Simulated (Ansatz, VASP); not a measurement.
**Two plane-wave programs on Nb**

The input INCAR:

```
SYSTEM = Nb
PREC = Accurate ; ENCUT = 520
EDIFF = 1E-7 ; ISMEAR = -1
SIGMA = 0.1 ; LREAL = .False.
LASPH = .True. ; NELM = 100
ALGO = Normal ; ISIF = 2
LWAVE = .False. ; LCHARG = .False.
LDIPOL = .True. ; IDIPOL = 3
DIPOL = 0.5 0.5 0.500 ; NBANDS = 40
```

Contents of KPOINTS:

```
regular mesh
0
Gamma
  8 8 1
  0 0 0
```

File POSCAR:

```
Nb
1.0
    4.5946883331      0.0000000000      0.0000000000
   -2.2973441665      3.9791168189      0.0000000000
    0.0000000000      0.0000000000     16.2777000000
Nb
5
Direct
    0.8333333333      0.1666666667      0.3993178693
    0.1666666667      0.8333333333      0.4473015002
    0.5000000000      0.5000000000      0.4999999836
    0.8333333333      0.1666666667      0.5526984937
    0.1666666667      0.8333333333      0.6006821307
```

Input for Ansatz:

```yaml
crystal:
  lattice:
    - [4.5946883331, 0.0, 0.0]
    - [-2.2973441665, 3.9791168189, 0.0]
    - [0.0, 0.0, 16.2777]
  atoms:
    - { symbol: Nb, position: [0.8333333333, 0.1666666667, 0.3993178693] }
    - { symbol: Nb, position: [0.1666666667, 0.8333333333, 0.4473015002] }
    - { symbol: Nb, position: [0.5, 0.5, 0.4999999836] }
    - { symbol: Nb, position: [0.8333333333, 0.1666666667, 0.5526984937] }
    - { symbol: Nb, position: [0.1666666667, 0.8333333333, 0.6006821307] }
kpoints:
  mp_grid: { grid: [8, 8, 1] }
scf:
  occupations: { method: fermi_dirac, width: 0.1 }
hamiltonian:
  xc: lda
  pseudopotentials: { kind: paw }
output:
  forces: true
  stress: true
  eigenvalues: true
efield:
  axis: 3
  amplitude: 0
  dipole_correction: true
```

Alike in both runs: task single point; functional LDA; k mesh 8 × 8 × 1; occupations fermi-dirac, width 0.1 eV; no spin polarisation.

|  | VASP | Ansatz |
| --- | --- | --- |
| version | VASP 6.6.1 | Ansatz 0.2.0 |
| potentials or method | VASP PAW LDA potentials, release 64 (Nb_sv) | PAW with Ansatz's default frozen-core files, scalar-relativistic |
| plane-wave cutoff (eV) | 520 | 420 |
| valence electrons in the cell | 65 | 65 |

|  | VASP | Ansatz | Ansatz less VASP |
| --- | --- | --- | --- |
| rms of the force components (eV/Å) | 0.006 | 0.000 | -0.0056 |

LDA's correlation is that of Perdew and Zunger in VASP and of Perdew and Wang (1992) in Ansatz. Atom by atom the forces differ by 0.006 eV/Å (rms over components). Ansatz's warnings: vacuum density over bound.
